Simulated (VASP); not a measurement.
Runs of VASP 6.6.1 on Ir. The structure is that of space group P6_3/mmc (No. 194), or close to it. The cells are those of the table. 

| cell | k mesh | gap on the mesh (eV) | pressure (GPa) |
| --- | --- | --- | --- |
| a = 2.598, b = 2.598, c = 8.486 Å, angles 90.0, 90.0, 120.0°, 4 atoms | 15 × 15 × 4 | none | 69.8 |
| a = 2.637, b = 2.637, c = 8.613 Å, angles 90.0, 90.0, 120.0°, 4 atoms | 15 × 15 × 4 | none | (a) |
| a = 2.747, b = 2.747, c = 8.972 Å, angles 90.0, 90.0, 120.0°, 4 atoms | 15 × 15 × 4 | none | -13.1 |
| a = 2.781, b = 2.781, c = 9.086 Å, angles 90.0, 90.0, 120.0°, 4 atoms | 15 × 15 × 4 | none | (b) |
| a = 2.711, b = 2.711, c = 8.856 Å, angles 90.0, 90.0, 120.0°, 4 atoms | 15 × 15 × 4 | none | 0.8 |
| a = 2.674, b = 2.674, c = 8.736 Å, angles 90.0, 90.0, 120.0°, 4 atoms | 15 × 15 × 4 | none | 18.5 |
| a = 2.815, b = 2.815, c = 9.197 Å, angles 90.0, 90.0, 120.0°, 4 atoms | 15 × 15 × 4 | none | -32.3 |
| a = 2.711, b = 2.711, c = 8.856 Å, angles 90.0, 90.0, 120.0°, 4 atoms | 18 × 18 × 5 | none | 0.8 |

Alike in all rows: task single point; level PBEsol; potentials or basis VASP PAW PBE potentials, release 64 (Ir); no spin polarisation; cutoff (eV) 520; smearing fermi-dirac 0.1 eV.

Q: Fill in the values left out.

A: (a) 41.1; (b) -23.9.

Caveats: the PAW data sets were made with another functional, which shifts forces and pressure a little; spin-orbit coupling is left out, which moves the levels of the heavy elements.

A k mesh can miss the band edges, and the runs leave out spin-orbit coupling on Ir.

A gap of «none» marks levels without a gap at the run's occupations.
